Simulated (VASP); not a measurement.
# Al2C3 (P6/mmm) in VASP: notebook

The runs below take Al2C3 through single point, relaxation of cell and atoms, with PBE.

Everything below comes from runs of VASP 6.6.1. Logs are shortened: lines on timing, memory, paths and dates and some standing lists are left out, and cuts for length are marked.

**1. The cell of the first run**

The structure is hexagonal, space group P6/mmm (No. 191). The conventional cell has a = 3.640 Å, b = 3.640 Å, c = 5.214 Å, α = 90.00°, β = 90.00°, γ = 120.00°. Within 3.0 Å of Al (site symmetry 6mm) lie 6 C at 2.25 Å and 2 Al at 2.57 to 2.64 Å. Within 2.4 Å of C (site symmetry mmm) lie 4 C at 1.82 Å and 4 Al at 2.25 Å.

**2. Single point, PBE**

INCAR

```
ALGO = Normal ; EDIFF = 1E-6
ENCUT = 520 ; GGA = PE
ISIF = 2 ; ISMEAR = 0
LASPH = True ; LCHARG = False
LREAL = False ; LWAVE = False
NBANDS = 17 ; NELM = 100
PREC = Accurate ; SIGMA = 0.1
```

KPOINTS

```
k-points
0
Gamma
  6 6 4
```

POSCAR

```
Al2C3
1.0
    3.6397249671      0.0000000000      0.0000000000
   -1.8198624835      3.1520942843      0.0000000000
    0.0000000000      0.0000000000      5.2141925482
Al C
2 3
Direct
    0.0000000000      0.0000000000      0.7464756662
    0.0000000000      0.0000000000      0.2535243338
    0.5000000000      0.0000000000      0.0000000000
    0.0000000000      0.5000000000      0.0000000000
    0.5000000000      0.5000000000      0.0000000000
```

Potentials or basis: VASP PAW PBE potentials, release 64 (Al, C).

The run is started by

```
cat potpaw_PBE.64/Al/POTCAR potpaw_PBE.64/C/POTCAR > POTCAR
mpirun -np 1 vasp_std > vasp.out
```

OUTCAR:

```text
EDIFF = 1E-6
   ENCUT = 520
   GGA = PE
   ISIF = 2
   ISMEAR = 0
   LASPH = True
   LREAL = False
   NELM = 100
   PREC = Accurate

 ion  position               nearest neighbor table
   1  0.000  0.000  0.746-   4 2.25   4 2.25   3 2.25   3 2.25   5 2.25   5 2.25   2 2.57   2 2.64

   2  0.000  0.000  0.254-   4 2.25   4 2.25   3 2.25   3 2.25   5 2.25   5 2.25   1 2.57   1 2.64

   3  0.500  0.000  0.000-   5 1.82   5 1.82   4 1.82   4 1.82   1 2.25   1 2.25   2 2.25   2 2.25

   4  0.000  0.500  0.000-   5 1.82   5 1.82   3 1.82   3 1.82   1 2.25   2 2.25   1 2.25   2 2.25

   5  0.500  0.500  0.000-   3 1.82   3 1.82   4 1.82   4 1.82   1 2.25   2 2.25   1 2.25   2 2.25

  LATTYP: Found a hexagonal cell.
 ALAT       =     3.6397249671
 C/A-ratio  =     1.4325787238

  Lattice vectors:

 A1 = (   3.6397249671,   0.0000000000,   0.0000000000)
 A2 = (  -1.8198624835,   3.1520942843,   0.0000000000)
 A3 = (   0.0000000000,   0.0000000000,   5.2141925482)

Analysis of symmetry for initial positions (statically):
=====================================================================
 Subroutine PRICEL returns:
 Original cell was already a primitive cell.

 Routine SETGRP: Setting up the symmetry group for a
 hexagonal supercell.

 Subroutine GETGRP returns: Found 24 space group operations
 (whereof 24 operations were pure point group operations)
 out of a pool of 24 trial point group operations.

The static configuration has the point symmetry D_6h.

Analysis of symmetry for dynamics (positions and initial velocities):
=====================================================================
 Subroutine PRICEL returns:
 Original cell was already a primitive cell.

 Routine SETGRP: Setting up the symmetry group for a
 hexagonal supercell.

 Subroutine GETGRP returns: Found 24 space group operations
 (whereof 24 operations were pure point group operations)
 out of a pool of 24 trial point group operations.

The dynamic configuration has the point symmetry D_6h.

 Subroutine INISYM returns: Found 24 space group operations
 (whereof 24 operations are pure point group operations),
 and found     1 'primitive' translations

----------------------------------------------------------------------------------------

                                     Primitive cell

  volume of cell :      59.8212

  direct lattice vectors                    reciprocal lattice vectors
     3.639724967  0.000000000  0.000000000     0.274746034  0.158624697  0.000000000
    -1.819862483  3.152094284  0.000000000     0.000000000  0.317249394  0.000000000
     0.000000000  0.000000000  5.214192548     0.000000000  0.000000000  0.191784249

  length of vectors
     3.639724967  3.639724967  5.214192548     0.317249394  0.317249394  0.191784249

  position of ions in fractional coordinates (direct lattice)
     0.000000000  0.000000000  0.746475666
     0.000000000  0.000000000  0.253524334
     0.500000000  0.000000000  0.000000000
     1.000000000  0.500000000  0.000000000
     0.500000000  0.500000000  0.000000000

  ion indices of the primitive-cell ions
   primitive index   ion index
                 1           1
                 2           2
                 3           3
                 4           4
                 5           5

----------------------------------------------------------------------------------------

 KPOINTS: k-points

Automatic generation of k-mesh.
 Grid dimensions read from file:
 generate k-points for:    6    6    4

 Generating k-lattice:

  Cartesian coordinates                     Fractional coordinates (reciprocal lattice)
     0.045791006  0.026437449  0.000000000     0.166666667 -0.000000000  0.000000000
     0.000000000  0.052874899  0.000000000     0.000000000  0.166666667  0.000000000
     0.000000000  0.000000000  0.047946062     0.000000000  0.000000000  0.250000000

  Length of vectors
     0.052874899  0.052874899  0.047946062

  Shift w.r.t. Gamma in fractional coordinates (k-lattice)
     0.000000000  0.000000000  0.000000000

 Subroutine IBZKPT returns following result:
 ===========================================

 Found     21 irreducible k-points:

 Following reciprocal coordinates:
            Coordinates               Weight
  0.000000  0.000000  0.000000      1.000000
  0.166667  0.000000  0.000000      6.000000
  0.333333  0.000000  0.000000      6.000000
  0.500000  0.000000  0.000000      3.000000
  0.166667  0.166667  0.000000      6.000000
  0.333333  0.166667  0.000000     12.000000
[... 13 lines left out ...]
  0.333333  0.166667  0.500000     12.000000
  0.333333  0.333333  0.500000      2.000000
   k-points           NKPTS =     21   k-points in BZ     NKDIM =     21   number of bands    NBANDS=     17
   number of dos      NEDOS =    301   number of ions     NIONS =      5
   total plane-waves  NPLWV =  31360
   dimension x,y,z NGX =    28 NGY =   28 NGZ =   40
   dimension x,y,z NGXF=    56 NGYF=   56 NGZF=   80
   ions per type =               2   3
   NGX,Y,Z   is equivalent  to a cutoff of  12.79, 12.79, 12.75 a.u.
   NGXF,Y,Z  is equivalent  to a cutoff of  25.58, 25.58, 25.51 a.u.
 SYSTEM =  unknown system
   PREC   = accura    normal or accurate (medium, high low for compatibility)
   ISTART =      0    job   : 0-new  1-cont  2-samecut
   ICHARG =      2    charge: 1-file 2-atom 10-const
   ISPIN  =      1    spin polarized calculation?
   LNONCOLLINEAR =      F non collinear calculations
   LSORBIT =      F    spin-orbit coupling
   LASPH  =      T    aspherical Exc in radial PAW
   ENCUT  =  520.0 eV  38.22 Ry    6.18 a.u.   6.77  6.77  9.69*2*pi/ulx,y,z
   NELM   =    100;   NELMIN=  2; NELMDL= -5     # of ELM steps
   EDIFF  = 0.1E-05   stopping-criterion for ELM
   LREAL  =      F    real-space projection
   EDIFFG = 0.1E-04   stopping-criterion for IOM
   NSW    =      0    number of steps for IOM
   IBRION =     -1    ionic relax: 0-MD 1-quasi-New 2-CG
   NFREE  =      0    steps in history (QN), initial steepest desc. (CG)
   ISIF   =      2    stress and relaxation
   ISYM   =      2    0-nonsym 1-usesym 2-fastsym
   POTIM  = 0.5000    time-step for ionic-motion
   TEBEG  =    0.0;   TEEND  =   0.0 temperature during run
   PSTRESS=    0.0 pullay stress
   NELECT =      18.0000    total number of electrons
   NUPDOWN=      -1.0000    fix difference up-down
   EMIN   =  10.00;   EMAX   =-10.00  energy-range for DOS
   EFERMI =   0.00;   METHOD = LEGACY
   ISMEAR =     0;   SIGMA  =   0.10  broadening in eV -4-tet -1-fermi 0-gaus
   EFERMI_NEDOS =   21; number of points for ismear=-14 and -15
   IALGO  =     38    algorithm
   IMIX   =      4    mixing-type and parameters
     AMIX     =   0.40;   BMIX     =  1.00
     AMIX_MAG =   1.60;   BMIX_MAG =  1.00
  volume/ion in A,a.u.               =      11.96        80.74
  Fermi-wavevector in a.u.,A,eV,Ry     =   1.097019  2.073065 16.373934  1.203450
  Thomas-Fermi vector in A             =   2.233371
   LORBIT       =      0    0 simple, 1 ext, 2 COOP (PROOUT), +10 PAW based schemes
   GGA     = PE    functional components
   LHFCALC =     F    Hartree Fock is set to
   AEXX    =    0.0000 exact exchange contribution
   IVDW    =     0    specifies the selected vdW correction
   LEPSILON=     F    determine dielectric tensor
   LRPA    =     F    only Hartree local field effects (RPA)
 non-spin polarized calculation
 Gauss-broadening in eV      SIGMA  =   0.10
  energy-cutoff  :      520.00
  volume of cell :       59.82
 maximum number of plane-waves:      1651
 NGX is ok and might be reduce to    28
   NGX = 13   NGY = 13   NGZ = 19

 number of electron      17.9999999 magnetization

 Free energy of the ion-electron system (eV)
  ---------------------------------------------------
  ext. energy  EPLUGINS =         0.00000000
  ---------------------------------------------------
  free energy    TOTEN  =       -25.77893421 eV

  energy without entropy =      -25.76784955  energy(sigma->0) =      -25.77339188

 E-fermi :   6.8161     XC(G=0): -10.2675

 val. band max:        6.8136048794   @ k =   0.0000   0.0000   0.5000
 cond. band min:       6.8566916750   @ k =   0.5000   0.0000   0.0000
 fundamental gap:      0.0430867955
 Fermi energy:         6.8160649263

 k-point     1 :       0.0000    0.0000    0.0000
  band No.  band energies     occupation
      1     -11.1717      2.00000
      2      -2.0719      2.00000
      3      -1.4863      2.00000
      4       0.2520      2.00000
      5       0.2520      2.00000
      6       1.1235      2.00000
[... 9 lines left out ...]
     16      13.4772      0.00000
     17      13.6411      0.00000

 k-point     2 :       0.1667    0.0000    0.0000
  band No.  band energies     occupation
      1     -10.8423      2.00000
      2      -3.4803      2.00000
      3      -1.1150      2.00000
      4      -0.8622      2.00000
      5      -0.7305      2.00000
      6       1.5277      2.00000
[... 9 lines left out ...]
     16      14.3365      0.00000
     17      14.9189      0.00000

 k-point     3 :       0.3333    0.0000    0.0000
  band No.  band energies     occupation
      1      -9.8768      2.00000
      2      -5.9108      2.00000
      3      -1.6189      2.00000
      4      -1.5991      2.00000
      5      -0.0330      2.00000
      6       2.5553      2.00000
[... 9 lines left out ...]
     16      13.1980      0.00000
     17      14.5724      0.00000

 k-point     4 :       0.5000    0.0000    0.0000
  band No.  band energies     occupation
      1      -8.7098      2.00000
      2      -7.6295      2.00000
      3      -1.8967      2.00000
      4      -1.8844      2.00000
      5       1.2525      2.00000
      6       2.4720      2.00000
[... 9 lines left out ...]
     16      13.6749      0.00000
     17      15.3349      0.00000
[... 283 lines left out ...]
      1     -10.1643      2.00000
      2      -4.9637      2.00000
      3      -3.0804      2.00000
      4      -1.2879      2.00000
      5       0.6625      2.00000
      6       3.4554      2.00000
[... 9 lines left out ...]
     16      14.5597      0.00000
     17      14.9618      0.00000

 k-point    20 :       0.3333    0.1667    0.5000
  band No.  band energies     occupation
      1      -8.9476      2.00000
      2      -6.8726      2.00000
      3      -4.1756      2.00000
      4       0.1979      2.00000
      5       1.0316      2.00000
      6       2.3177      2.00000
[... 9 lines left out ...]
     16      13.6748      0.00000
     17      13.9710      0.00000

 k-point    21 :       0.3333    0.3333    0.5000
  band No.  band energies     occupation
      1      -7.7366      2.00000
      2      -7.7366      2.00000
      3      -5.4547      2.00000
      4       1.8766      2.00000
      5       1.8766      2.00000
      6       2.2052      2.00000
[... 9 lines left out ...]
     16      14.1994      0.00000
     17      14.3312      0.00000

------------------------ aborting loop because EDIFF is reached ----------------------------------------

  FORCE on cell =-STRESS in cart. coord.  units (eV):
  Direction    XX          YY          ZZ          XY          YZ          ZX
  --------------------------------------------------------------------------------------
  -------------------------------------------------------------------------------------
  Total       -0.1191680     -0.1191680      0.0156934     -0.0000000     -0.0000000      0.0000000
  in kB       -3.1916513     -3.1916513      0.4203133     -0.0000000     -0.0000000      0.0000000
  external PRESSURE =      -1.9876631 kB  Pullay stress =       0.0000000 kB

 VOLUME and BASIS-vectors are now :
 -----------------------------------------------------------------------------
  energy-cutoff  :      520.00
  volume of cell :       59.82
      direct lattice vectors                 reciprocal lattice vectors
     3.639724967  0.000000000  0.000000000     0.274746034  0.158624697  0.000000000
    -1.819862483  3.152094284  0.000000000     0.000000000  0.317249394  0.000000000
     0.000000000  0.000000000  5.214192548     0.000000000  0.000000000  0.191784249

 POSITION                                       TOTAL-FORCE (eV/Angst)
 -----------------------------------------------------------------------------------
      0.00000      0.00000      3.89227         0.000000      0.000000     -0.029121
      0.00000      0.00000      1.32192        -0.000000     -0.000000      0.029121
      1.81986      0.00000      0.00000         0.000000      0.000000     -0.000000
     -0.90993      1.57605      0.00000         0.000000      0.000000     -0.000000
      0.90993      1.57605      0.00000         0.000000      0.000000     -0.000000
 -----------------------------------------------------------------------------------
    total drift:                                0.000000      0.000000     -0.000000

  FREE ENERGIE OF THE ION-ELECTRON SYSTEM (eV)
  ---------------------------------------------------
  free  energy   TOTEN  =       -25.7789342052 eV

  energy  without entropy=      -25.7678495474  energy(sigma->0) =      -25.77339188
```

It took 11 s on 1 thread of AMD EPYC 9R45 (Zen 5), shared host; peak memory 0.14 GiB.

What came out:

```yaml
Free_energy: -25.7789 eV
Pressure: -0.2 GPa
Largest_force: 0.029 eV/Å
Band_gap_on_the_k_mesh: zero (band 9 reaches 8.00 eV, above the bottom of band 10 at 6.66 eV)
```

Forces in eV/Å, atoms in the order of the input:
```
Al   0.000  0.000 -0.029
Al   0.000  0.000  0.029
C    0.000  0.000  0.000
C    0.000  0.000  0.000
C    0.000  0.000  0.000
```

(Continued in part 2 of 3.)
